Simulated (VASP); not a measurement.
InSb: single point with PBE

Crystal: InSb.

```xyz
2
Lattice="0.0000 3.2391 3.4982 3.2391 0.0000 3.4982 3.2391 3.2391 0.0000" Properties=species:S:1:pos:R:3 pbc="T T T"
In    0.0000    0.0000    0.0000
Sb    4.8586    4.8586    5.2473
```

This cell differs from its parent crystal: strain +0.000 along x and y, +0.080 along z.

```json
{
  "Program": "VASP 6.6.1",
  "Task": "single point",
  "Functional": "PBE",
  "Potentials or basis": "VASP PAW PBE potentials, release 64 (In_d, Sb)",
  "Cutoff": "520 eV",
  "k mesh": "12 × 12 × 12",
  "Occupations": "gaussian, width 0.15 eV",
  "Spin": "no spin polarisation",
  "Dipole correction": "no",
  "Further INCAR settings": "ALGO = Normal; EDIFF = 1e-06; NBANDS = 16"
}
```

| Quantity | Value |
| --- | --- |
| Pressure | -0.3 GPa |
| Band gap on the k mesh | zero (filled and empty bands touch) |

Stress tensor (GPa, compression positive):
```
 0.51  0.00  0.00
 0.00  0.51  0.00
 0.00  0.00 -1.80
```

Levels at points of the mesh, in eV from the Fermi level:
```
           k point  band 7  band 8  band 9  band 10  band 11  band 12
(0.00, 0.00, 0.00)   -0.86   -0.47   -0.07    -0.07     2.73     2.73
(0.50, 0.00, 0.00)   -5.47   -1.33   -0.85     0.15     3.50     3.77
(0.50, 0.50, 0.00)   -6.00   -1.96   -1.96     1.52     1.52     7.43
(0.50, 0.00, 0.50)   -5.69   -2.34   -2.31     0.99     1.16     7.19
```

Wall time 58 s on 1 thread of Intel(R) Xeon(R) 6975P-C (Granite Rapids), with other jobs on the host, peak memory 0.35 GiB.

Caveat: the cell differs from its parent crystal (strain +0.000 along x and y, +0.080 along z); spin-orbit coupling is left out, which moves the levels of the heavy elements.
